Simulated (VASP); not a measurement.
# CuSi16 (a cell with a defect) in VASP: notebook

The runs below take CuSi16 (a cell with a defect) through single point, with PBE.

Program: VASP 6.6.1. These are calculated values, not measurements. Logs are shortened: lines on timing, memory, paths and dates and some standing lists are left out, and cuts for length are marked.

### 1 The cell of the first run

The cell holds a defect, 17 atoms: a = 7.679 Å, b = 7.679 Å, c = 7.679 Å, α = 60.00°, β = 60.00°, γ = 60.00°.

### 2 Single point, PBE

File INCAR:

```
SYSTEM = CuSi16
PREC     = Accurate       ! precision mode
ENCUT    = 520            ! plane-wave cutoff, eV
EDIFF    = 1E-6           ! SCF threshold, eV
ISMEAR   = -1             ! smearing method
SIGMA    = 0.02           ! smearing width, eV
LREAL    = Auto         
LASPH    = .True.         ! aspherical terms in the spheres
NELM     = 100            ! most SCF steps
ALGO     = Normal         ! electronic algorithm
ISIF     = 2              ! what is computed and relaxed
LWAVE    = .False.        ! write WAVECAR
LCHARG   = .False.        ! write CHGCAR
GGA      = PE             ! functional
NBANDS   = 52             ! bands
NELECT   = 74.0
```

File KPOINTS:

```
Automatic mesh
0
Gamma
  2 2 2
  0 0 0
```

File POSCAR:

```
CuSi16
1.0
    0.0000000000      5.4300000000      5.4300000000
    5.4300000000      0.0000000000      5.4300000000
    5.4300000000      5.4300000000      0.0000000000
Si Cu
16 1
Direct
    0.0070515719      0.0075564475     -0.0175835695
    0.1237169125      0.1367163977      0.1193606314
    0.0069886213      0.0074306347      0.5021909732
    0.1679112482      0.1020197898      0.6145246786
   -0.0189694755      0.5107284366      0.0038076544
    0.1259243911      0.6178437284      0.1230452391
    0.0122053886      0.4732333323      0.5069497711
    0.1257740620      0.6178253458      0.6325266341
    0.4962465814      0.0055712349     -0.0012638341
    0.6330941990      0.1287314109      0.1113290122
    0.5396356871     -0.0106423496      0.4851716609
    0.6330752908      0.1287396189      0.6261282229
    0.4979655625      0.5029350063     -0.0029646085
    0.6099572447      0.6316176482      0.1288964562
    0.4978273091      0.5029400855      0.5014517138
    0.6378331034      0.6123290446      0.6245386620
   -0.0358652982      0.8397910874      0.3475316022
```

Potentials or basis: VASP PAW PBE potentials, release 64 (Si, Cu).

Run with:

```
> cat potpaw_PBE.64/Si/POTCAR potpaw_PBE.64/Cu/POTCAR > POTCAR
> mpirun -np 1 vasp_std > vasp.out
```

OUTCAR:

```text
SYSTEM = CuSi16
   PREC = Accurate
   ENCUT = 520
   EDIFF = 1E-6
   ISMEAR = -1
   LREAL = Auto
   LASPH = .True.
   NELM = 100
   ISIF = 2
   GGA = PE
   NELECT = 74.0

 ion  position               nearest neighbor table
   1  0.007  0.008  0.982-   4 2.32  10 2.34  17 2.35   2 2.40   6 2.44
   2  0.124  0.137  0.119-   9 2.34   5 2.35   1 2.40   3 2.40  17 2.53
   3  0.007  0.007  0.502-   4 2.32  12 2.34  17 2.35   2 2.40   8 2.44
   4  0.168  0.102  0.615-   3 2.32   1 2.32  11 2.33   7 2.34
   5  0.981  0.511  0.004-  14 2.33   6 2.33   8 2.33   2 2.35
   6  0.126  0.618  0.123-   5 2.33  13 2.33   7 2.41   1 2.44  17 2.47
   7  0.012  0.473  0.507-   4 2.34  16 2.35  17 2.35   8 2.41   6 2.41
   8  0.126  0.618  0.633-   5 2.33  15 2.33   7 2.41   3 2.44  17 2.47
   9  0.496  0.006  0.999-   2 2.34  10 2.34  12 2.34  14 2.35
  10  0.633  0.129  0.111-   9 2.34   1 2.34  13 2.35  11 2.35
  11  0.540  0.989  0.485-   4 2.33  12 2.35  10 2.35  16 2.37  17 2.66
  12  0.633  0.129  0.626-   9 2.34   3 2.34  15 2.35  11 2.35
  13  0.498  0.503  0.997-   6 2.33  14 2.34  16 2.34  10 2.35
  14  0.610  0.632  0.129-   5 2.33  13 2.34  15 2.34   9 2.35
  15  0.498  0.503  0.501-   8 2.33  14 2.34  16 2.34  12 2.35
  16  0.638  0.612  0.625-  15 2.34  13 2.34   7 2.35  11 2.37
  17  0.964  0.840  0.348-   1 2.35   3 2.35   7 2.35   6 2.47   8 2.47   2 2.53  11 2.66

  LATTYP: Found a face centered cubic cell.
 ALAT       =    10.8600000000

  Lattice vectors:

 A1 = (   0.0000000000,   5.4300000000,   5.4300000000)
 A2 = (   5.4300000000,   0.0000000000,   5.4300000000)
 A3 = (   5.4300000000,   5.4300000000,   0.0000000000)

Analysis of symmetry for initial positions (statically):
=====================================================================
 Subroutine PRICEL returns:
 Original cell was already a primitive cell.

 Routine SETGRP: Setting up the symmetry group for a
 face centered cubic supercell.

 Subroutine GETGRP returns: Found  1 space group operations
 (whereof  1 operations were pure point group operations)
 out of a pool of 48 trial point group operations.

The static configuration has the point symmetry C_1 .

Analysis of symmetry for dynamics (positions and initial velocities):
=====================================================================
 Subroutine PRICEL returns:
 Original cell was already a primitive cell.

 Routine SETGRP: Setting up the symmetry group for a
 face centered cubic supercell.

 Subroutine GETGRP returns: Found  1 space group operations
 (whereof  1 operations were pure point group operations)
 out of a pool of 48 trial point group operations.

The dynamic configuration has the point symmetry C_1 .

 Subroutine INISYM returns: Found  1 space group operations
 (whereof  1 operations are pure point group operations),
 and found     1 'primitive' translations

----------------------------------------------------------------------------------------

                                     Primitive cell

  volume of cell :     320.2060

  direct lattice vectors                    reciprocal lattice vectors
     0.000000000  5.430000000  5.430000000    -0.092081031  0.092081031  0.092081031
     5.430000000  0.000000000  5.430000000     0.092081031 -0.092081031  0.092081031
     5.430000000  5.430000000  0.000000000     0.092081031  0.092081031 -0.092081031

  length of vectors
     7.679179644  7.679179644  7.679179644     0.159489025  0.159489025  0.159489025

  position of ions in fractional coordinates (direct lattice)
     0.007051572  0.007556448  0.982416431
     0.123716913  0.136716398  0.119360631
     0.006988621  0.007430635  0.502190973
     0.167911248  0.102019790  0.614524679
     0.981030524  0.510728437  0.003807654
     0.125924391  0.617843728  0.123045239
[... 9 lines left out ...]
     0.637833103  0.612329045  0.624538662
     0.964134702  0.839791087  0.347531602

  ion indices of the primitive-cell ions
   primitive index   ion index
                 1           1
                 2           2
                 3           3
                 4           4
                 5           5
                 6           6
[... 9 lines left out ...]
                16          16
                17          17

----------------------------------------------------------------------------------------

 KPOINTS: Automatic mesh

Automatic generation of k-mesh.
 Grid dimensions read from file:
 generate k-points for:    2    2    2

 Generating k-lattice:

  Cartesian coordinates                     Fractional coordinates (reciprocal lattice)
    -0.046040516  0.046040516  0.046040516     0.500000000  0.000000000  0.000000000
     0.046040516 -0.046040516  0.046040516     0.000000000  0.500000000  0.000000000
     0.046040516  0.046040516 -0.046040516     0.000000000  0.000000000  0.500000000

  Length of vectors
     0.079744512  0.079744512  0.079744512

  Shift w.r.t. Gamma in fractional coordinates (k-lattice)
     0.000000000  0.000000000  0.000000000

 Subroutine IBZKPT returns following result:
 ===========================================

 Found      8 irreducible k-points:

 Following reciprocal coordinates:
            Coordinates               Weight
  0.000000  0.000000  0.000000      1.000000
  0.500000  0.000000  0.000000      1.000000
  0.000000  0.500000  0.000000      1.000000
  0.000000  0.000000  0.500000      1.000000
  0.500000  0.500000  0.500000      1.000000
  0.500000  0.500000  0.000000      1.000000
  0.000000  0.500000  0.500000      1.000000
  0.500000  0.000000  0.500000      1.000000
   k-points           NKPTS =      8   k-points in BZ     NKDIM =      8   number of bands    NBANDS=     52
   number of dos      NEDOS =    301   number of ions     NIONS =     17
   total plane-waves  NPLWV = 216000
   dimension x,y,z NGX =    60 NGY =   60 NGZ =   60
   dimension x,y,z NGXF=   120 NGYF=  120 NGZF=  120
   ions per type =              16   1
   NGX,Y,Z   is equivalent  to a cutoff of  12.99, 12.99, 12.99 a.u.
   NGXF,Y,Z  is equivalent  to a cutoff of  25.98, 25.98, 25.98 a.u.
 SYSTEM =  CuSi16
   PREC   = accura    normal or accurate (medium, high low for compatibility)
   ISTART =      0    job   : 0-new  1-cont  2-samecut
   ICHARG =      2    charge: 1-file 2-atom 10-const
   ISPIN  =      1    spin polarized calculation?
   LNONCOLLINEAR =      F non collinear calculations
   LSORBIT =      F    spin-orbit coupling
   LASPH  =      T    aspherical Exc in radial PAW
   ENCUT  =  520.0 eV  38.22 Ry    6.18 a.u.  14.28 14.28 14.28*2*pi/ulx,y,z
   NELM   =    100;   NELMIN=  2; NELMDL= -5     # of ELM steps
   EDIFF  = 0.1E-05   stopping-criterion for ELM
   LREAL  =      T    real-space projection
   EDIFFG = 0.1E-04   stopping-criterion for IOM
   NSW    =      0    number of steps for IOM
   IBRION =     -1    ionic relax: 0-MD 1-quasi-New 2-CG
   NFREE  =      0    steps in history (QN), initial steepest desc. (CG)
   ISIF   =      2    stress and relaxation
   ISYM   =      2    0-nonsym 1-usesym 2-fastsym
   POTIM  = 0.5000    time-step for ionic-motion
   TEBEG  =    0.0;   TEEND  =   0.0 temperature during run
   PSTRESS=    0.0 pullay stress
   NELECT =      74.0000    total number of electrons
   NUPDOWN=      -1.0000    fix difference up-down
   EMIN   =  10.00;   EMAX   =-10.00  energy-range for DOS
   EFERMI =   0.00;   METHOD = LEGACY
   ISMEAR =    -1;   SIGMA  =   0.02  broadening in eV -4-tet -1-fermi 0-gaus
   EFERMI_NEDOS =   21; number of points for ismear=-14 and -15
   IALGO  =     38    algorithm
   IMIX   =      4    mixing-type and parameters
     AMIX     =   0.40;   BMIX     =  1.00
     AMIX_MAG =   1.60;   BMIX_MAG =  1.00
  volume/ion in A,a.u.               =      18.84       127.11
  Fermi-wavevector in a.u.,A,eV,Ry     =   1.004636  1.898488 13.732283  1.009294
  Thomas-Fermi vector in A             =   2.137265
   LORBIT       =      0    0 simple, 1 ext, 2 COOP (PROOUT), +10 PAW based schemes
   GGA     = PE    functional components
   LHFCALC =     F    Hartree Fock is set to
   AEXX    =    0.0000 exact exchange contribution
   IVDW    =     0    specifies the selected vdW correction
   LEPSILON=     F    determine dielectric tensor
   LRPA    =     F    only Hartree local field effects (RPA)
 non-spin polarized calculation
  energy-cutoff  :      520.00
  volume of cell :      320.21
 maximum number of plane-waves:      8646
 NGX is ok and might be reduce to    60
   NGX = 29   NGY = 29   NGZ = 29

 number of electron      74.0000004 magnetization

 Free energy of the ion-electron system (eV)
  ---------------------------------------------------
  ext. energy  EPLUGINS =         0.00000000
  ---------------------------------------------------
  free energy    TOTEN  =       -94.22297291 eV

  energy without entropy =      -94.22168192  energy(sigma->0) =      -94.22232742

 E-fermi :   6.4017     XC(G=0):  -9.6099

 val. band max:        6.3309430973   @ k =   0.0000   0.0000   0.0000
 cond. band min:       6.4724075133   @ k =   0.0000   0.0000   0.0000
 fundamental gap:      0.1414644161
 Fermi energy:         6.4016998870

 k-point     1 :       0.0000    0.0000    0.0000
  band No.  band energies     occupation
      1      -5.8945      2.00000
      2      -3.5305      2.00000
      3      -3.5133      2.00000
      4      -3.4880      2.00000
      5      -3.4667      2.00000
      6      -2.0092      2.00000
[... 41 lines left out ...]
     48       8.4732      0.00000
     49       8.5697      0.00000

 k-point     2 :       0.5000    0.0000    0.0000
  band No.  band energies     occupation
      1      -5.2572      2.00000
      2      -4.8993      2.00000
      3      -3.2399      2.00000
      4      -3.2286      2.00000
      5      -3.2014      2.00000
      6      -3.0666      2.00000
[... 304 lines left out ...]
 k-point     8 :       0.5000    0.0000    0.5000
  band No.  band energies     occupation
      1      -4.9331      2.00000
      2      -4.7148      2.00000
      3      -3.8825      2.00000
      4      -3.7739      2.00000
      5      -3.7458      2.00000
      6      -3.7376      2.00000
[... 41 lines left out ...]
     48      10.4711      0.00000
     49      10.4864      0.00000
 [bands above 49 left out]

------------------------ aborting loop because EDIFF is reached ----------------------------------------

  FORCE on cell =-STRESS in cart. coord.  units (eV):
  Direction    XX          YY          ZZ          XY          YZ          ZX
  --------------------------------------------------------------------------------------
  -------------------------------------------------------------------------------------
  Total       -1.3406591     -1.3577031     -1.9357799      0.7225208      0.0999069     -0.0873795
  in kB       -6.7080988     -6.7933799     -9.6858351      3.6151928      0.4998926     -0.4372105
  external PRESSURE =      -7.7291046 kB  Pullay stress =       0.0000000 kB

 VOLUME and BASIS-vectors are now :
 -----------------------------------------------------------------------------
  energy-cutoff  :      520.00
  volume of cell :      320.21
      direct lattice vectors                 reciprocal lattice vectors
     0.000000000  5.430000000  5.430000000    -0.092081031  0.092081031  0.092081031
     5.430000000  0.000000000  5.430000000     0.092081031 -0.092081031  0.092081031
     5.430000000  5.430000000  0.000000000     0.092081031  0.092081031 -0.092081031

 POSITION                                       TOTAL-FORCE (eV/Angst)
 -----------------------------------------------------------------------------------
      5.37555      5.37281      0.07932        -0.007066      0.001269      0.000855
      1.39050      1.31991      1.41415         0.000858     -0.002967      0.003339
      2.76725      2.76485      0.07830        -0.001486      0.004225      0.003236
      3.89084      4.24863      1.46573         0.005815     -0.002077     -0.000336
      2.79393      5.34767      8.10025        -0.005569      0.006018      0.000547
      4.02303      1.35191      4.03866         0.000432     -0.002854      0.000858
[... 9 lines left out ...]
      6.71619      6.85468      6.78838         0.002732     -0.000196      0.002139
      6.44716      7.12235      9.79532         0.008343     -0.005760     -0.005843
 -----------------------------------------------------------------------------------
    total drift:                                0.002876     -0.005658     -0.007779

  FREE ENERGIE OF THE ION-ELECTRON SYSTEM (eV)
  ---------------------------------------------------
  free  energy   TOTEN  =       -94.2229729146 eV

  energy  without entropy=      -94.2216819229  energy(sigma->0) =      -94.22232742
```

It took 3.1 min on 1 thread of Intel Xeon 6975P-C (Granite Rapids), shared host; peak memory 0.49 GiB.

Results:

```yaml
Free_energy: -94.2230 eV
Largest_force: 0.012 eV/Å
```

Forces on the atoms (eV/Å):
```
Si  -0.007  0.001  0.001
Si   0.001 -0.003  0.003
Si  -0.001  0.004  0.003
Si   0.006 -0.002  0.000
Si  -0.006  0.006  0.001
Si   0.000 -0.003  0.001
Si  -0.008  0.003 -0.002
Si   0.003  0.003  0.001
Si   0.000  0.001  0.004
Si   0.002  0.000  0.000
Si   0.003 -0.005 -0.008
Si   0.001 -0.003  0.000
Si  -0.005  0.001  0.000
Si   0.001 -0.002 -0.001
Si  -0.001  0.005  0.001
Si   0.003  0.000  0.002
Cu   0.008 -0.006 -0.006
```

Caveat: the k points lie up to 0.50 Å⁻¹ apart; the cell carries a net charge on a neutralising background, which shifts energy and pressure; the cell is charged against a uniform background, so pressure and absolute levels hang on convention.

### 3 Single point, PBE

File INCAR:

```
PREC = Accurate ; ENCUT = 520
EDIFF = 1E-6 ; ISMEAR = -1
SIGMA = 0.02 ; LREAL = Auto
LASPH = T ; NELM = 80
ALGO = Normal ; ISIF = 2
LWAVE = F ; LCHARG = F
GGA = PE ; NBANDS = 52
NELECT = 74.0
```

File KPOINTS:

```
regular mesh
0
Gamma
  2 2 2
```

File POSCAR:

```
CuSi16
1.0
    0.0000000000      5.4300000000      5.4300000000
    5.4300000000      0.0000000000      5.4300000000
    5.4300000000      5.4300000000      0.0000000000
Si Cu
16 1
Direct
    0.0028752829      0.0014617504     -0.0021605240
    0.1178803273      0.1325387525      0.1238464904
   -0.0263703748      0.0068876394      0.5074764847
    0.1123544700      0.1246553157      0.6253712291
    0.0106525610      0.5039085631      0.0043753297
    0.1315626017      0.6289102595      0.1295219918
    0.0028479808      0.4971711758      0.5019886053
    0.1180140373      0.6228473924      0.6331671403
    0.5073126877      0.0022162977     -0.0164799749
    0.6286765799      0.1261132435      0.1122018298
    0.4893121309     -0.0147949347      0.4859867530
    0.6024069566      0.1141282907      0.6156882907
    0.5054724070      0.4987733244     -0.0006201596
    0.6366554839      0.6192040610      0.1203038055
    0.5076251598      0.4820925723      0.5030461710
    0.6286857303      0.6112629731      0.6268082533
    0.3401139079      0.8472289230      0.3486178339
```

Potentials or basis: VASP PAW PBE potentials, release 64 (Si, Cu).

Run with:

```
> cat potpaw_PBE.64/Si/POTCAR potpaw_PBE.64/Cu/POTCAR > POTCAR
> mpirun -np 1 vasp_std > vasp.out
```

Run time: 3.3 min. Hardware: 1 thread of Intel Xeon 6975P-C (Granite Rapids), shared host; peak memory 0.48 GiB.

The run converged. Its results:

| Quantity | Value |
| --- | --- |
| Free energy | -94.2230 eV |
| Largest force | 0.014 eV/Å |

Forces in eV/Å, atoms in the order of the input:
```
Si   0.003 -0.005  0.001
Si  -0.001 -0.004  0.004
Si   0.006 -0.003 -0.012
Si  -0.005 -0.001  0.001
Si  -0.003 -0.004 -0.010
Si   0.000 -0.001  0.001
Si   0.001  0.003 -0.007
Si   0.000  0.001  0.003
Si  -0.006 -0.001  0.000
Si   0.000  0.000 -0.001
Si   0.004  0.006  0.004
Si  -0.001  0.002  0.007
Si  -0.005  0.004  0.001
Si  -0.002  0.000  0.003
Si   0.000  0.002 -0.006
Si   0.002 -0.004  0.002
Cu   0.007  0.005  0.008
```

Levels at points of the mesh, in eV from the Fermi level:
```csv
k point,band 33,band 34,band 35,band 36,band 37,band 38,band 39,band 40,band 41,band 42
"(0.00, 0.00, 0.00)",-1.06,-1.01,-0.63,-0.19,-0.07,0.07,0.40,0.59,0.61,0.69
"(0.50, 0.00, 0.00)",-2.04,-0.94,-0.88,-0.88,-0.80,0.50,1.15,1.24,1.32,1.42
"(0.00, 0.50, 0.00)",-2.02,-0.94,-0.90,-0.85,-0.75,0.55,1.12,1.25,1.31,1.44
"(0.00, 0.00, 0.50)",-2.01,-0.94,-0.90,-0.85,-0.74,0.55,1.12,1.25,1.31,1.44
"(0.50, 0.50, 0.50)",-2.15,-0.91,-0.89,-0.65,-0.52,0.52,1.00,1.34,1.37,1.57
"(0.50, 0.50, 0.00)",-1.83,-1.54,-1.46,-1.43,-1.08,0.66,0.99,1.94,2.06,2.17
"(0.00, 0.50, 0.50)",-1.86,-1.51,-1.50,-1.42,-1.12,0.67,0.99,1.95,2.05,2.17
"(0.50, 0.00, 0.50)",-1.83,-1.54,-1.46,-1.43,-1.08,0.66,0.99,1.94,2.06,2.17
```

Caveat: the k points lie up to 0.50 Å⁻¹ apart; the cell carries a net charge on a neutralising background, which shifts energy and pressure; the cell is charged against a uniform background, so pressure and absolute levels hang on convention.

(Part 1 of 2 ends here.)
